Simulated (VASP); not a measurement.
A run of VASP 6.6.1 is set up as follows.

File INCAR:

```
SYSTEM = Cs
ALGO = Normal ; EDIFF = 1E-6
EDIFFG = -0.01 ; ENCUT = 600
GGA = PS ; IBRION = 2
ISIF = 8 ; ISMEAR = -1
LASPH = .True. ; LCHARG = .False.
LREAL = .False. ; LWAVE = .False.
NELM = 80 ; NSW = 80
PREC = Accurate ; SIGMA = 0.02
```

The input KPOINTS:

```
k-points
0
Gamma
  6 6 6
  0 0 0
```

The input POSCAR:

```
Cs
1.0
   -3.0335000000      3.0335000000      3.0335000000
    3.0335000000     -3.0335000000      3.0335000000
    3.0335000000      3.0335000000     -3.0335000000
Cs
1
Direct
    0.0000000000      0.0000000000      0.0000000000
```

Potentials or basis: VASP PAW PBE potentials, release 64 (Cs_sv).

Command:

```sh
$ cat potpaw_PBE.64/Cs_sv/POTCAR > POTCAR
$ mpirun -np 1 vasp_std > vasp.out
```

(1) Predict the relaxed cell.

(2) Estimate the space group after relaxing (to 0.05 Å).

Answers

(1) a = 5.220 Å, b = 5.220 Å, c = 5.220 Å, α = 109.47°, β = 109.47°, γ = 109.47°.

(2) Im-3m (No. 229).
